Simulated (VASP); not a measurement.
Write the native input for VASP 6.6.1 that does the following.

```
Task                   : single point
Functional             : PBE
Potentials or basis    : VASP PAW PBE potentials, release 64 (Na_pv, B)
Cutoff                 : 500 eV
k mesh                 : 8 × 8 × 8
Occupations            : methfessel-paxton, width 0.3 eV
Spin                   : no spin polarisation
Dipole correction      : no
Further INCAR settings : ALGO = Normal; EDIFF = 1e-06; NBANDS = 12
```

The structure of NaB lies in POSCAR:

```
NaB
1.0
    0.0000000000      2.6838690000      2.6838690000
    2.6838690000      0.0000000000      2.6838690000
    2.6838690000      2.6838690000      0.0000000000
Na B
1 1
Direct
    0.0000000000      0.0000000000      0.0000000000
    0.5000000000      0.5000000000      0.5000000000
```

The input as run:

INCAR

```
PREC = Accurate ; ENCUT = 500
EDIFF = 1E-6 ; ISMEAR = 1
SIGMA = 0.3 ; LREAL = False
LASPH = True ; NELM = 120
ALGO = Normal ; ISIF = 2
LWAVE = False ; LCHARG = False
GGA = PE ; NBANDS = 12
GGA_COMPAT = False
```

KPOINTS

```
Automatic mesh
0
Gamma
  8 8 8
```

Potentials or basis: VASP PAW PBE potentials, release 64 (Na_pv, B).

Command:

```bash
$ cat potpaw_PBE.64/Na_pv/POTCAR potpaw_PBE.64/B/POTCAR > POTCAR
$ mpirun -np 1 vasp_std > vasp.out
```

It gave:

```yaml
Pressure: 0.1 GPa
Band_gap_on_the_k_mesh: zero (bands 5 and 6 overlap by 2.90 eV)
```

Caveat: so wide a smearing shifts energies and pressures.

Run time: 7.9 s on 1 thread of Intel(R) Xeon(R) Platinum 8488C (Sapphire Rapids), on a shared host, peak memory 0.15 GiB.
